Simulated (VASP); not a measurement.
The system is TlBr.

```
Tl Br
1.0
     3.99491    0.00000    0.00000
     0.00000    3.99491    0.00000
     0.00000    0.00000    3.99491
Tl Br
1 1
Direct
  0.00000 0.00000 0.00000
  0.50000 0.50000 0.50000
```

Base run:

- Program: VASP 6.6.1
- Functional: PBE
- Potentials or basis: VASP PAW PBE potentials, release 64 (Tl_d, Br)
- Cutoff: 500 eV
- k mesh: 4 × 4 × 4
- Occupations: gaussian, width 0.01 eV
- Spin: no spin polarisation

Its results: band gap on the k mesh 1.88 eV, direct; pressure 1.0 GPa.

Task: The run is repeated on the same cell with these changes: k mesh from 4 × 4 × 4 to 2 × 2 × 2. What comes out?

Result: Band gap on the k mesh 1.76 eV, direct; pressure 4.2 GPa.

Caveats: some runs use coarse meshes; spin-orbit coupling is left out, which moves the levels of the heavy elements.

A k mesh can miss the band edges.
